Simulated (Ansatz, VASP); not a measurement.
## Two plane-wave programs on Si

File INCAR:

```
SYSTEM = Si
  PREC = Accurate
  ENCUT = 520
  EDIFF = 1E-6
  ISMEAR = 0
  SIGMA = 0.03
  LREAL = .FALSE.
  LASPH = .TRUE.
  NELM = 60
  ALGO = Normal
  ISIF = 2
  LWAVE = .FALSE.
  LCHARG = .FALSE.
  NBANDS = 16
```

File KPOINTS:

```
Automatic mesh
0
G
  12 12 6
  0 0 0
```

Contents of POSCAR:

```
Si
1.0
    3.7546911113      0.0000000000      0.0000000000
   -1.8773455557      3.3843786158      0.0000000000
    0.0000000000      0.0000000000      6.3326220002
Si
4
Direct
    0.3333333333      0.6666666667      0.0630095000
    0.6666666667      0.3333333333      0.5630095000
    0.3333333333      0.6666666667      0.4369905000
    0.6666666667      0.3333333333      0.9369905000
```

Input for Ansatz:

```yaml
crystal:
  lattice:
    - [3.7546911113, 0.0, 0.0]
    - [-1.8773455557, 3.3843786158, 0.0]
    - [0.0, 0.0, 6.3326220002]
  atoms:
    - { symbol: Si, position: [0.3333333333, 0.6666666667, 0.0630095] }
    - { symbol: Si, position: [0.6666666667, 0.3333333333, 0.5630095] }
    - { symbol: Si, position: [0.3333333333, 0.6666666667, 0.4369905] }
    - { symbol: Si, position: [0.6666666667, 0.3333333333, 0.9369905] }
basis:
  ecutwfc: 420
kpoints:
  mp_grid: { grid: [12, 12, 6] }
hamiltonian:
  xc: lda
scf:
  occupations: { method: gaussian, width: 0.03 }
output:
  forces: true
  stress: true
  eigenvalues: true
```

Change from the starting cell: strain -0.0200 x Voigt [1, -1, 0, 0, 0, 0], atoms carried along.

Alike in both runs: task single point; functional LDA; k mesh 12 × 12 × 6; occupations gaussian, width 0.03 eV; no spin polarisation.

|  | VASP | Ansatz |
| --- | --- | --- |
| version | VASP 6.6.1 | Ansatz 0.2.0 |
| potentials or method | VASP PAW LDA potentials, release 64 (Si), cutoff 520 eV | scalar-relativistic, plane waves, PAW |
| valence electrons in the cell | 16 | 16 |

|  | VASP | Ansatz | Ansatz less VASP |
| --- | --- | --- | --- |
| gap on the k mesh at the Fermi level (eV) | 0.10 | 0.10 | +0.004 |
| least direct gap on the mesh (eV) | 0.74 | 0.73 | -0.006 |
| pressure (GPa) | -1.9 | -1.9 | -0.04 |
| traceless stress, the component that is largest in VASP (GPa) | 3.39 | 3.37 | -0.019 |
| rms of the force components (eV/Å) | 0.161 | 0.160 | -0.0007 |

LDA's correlation is that of Perdew and Zunger in VASP and of Perdew and Wang (1992) in Ansatz. Atom by atom the forces differ by 0.001 eV/Å (rms over components).
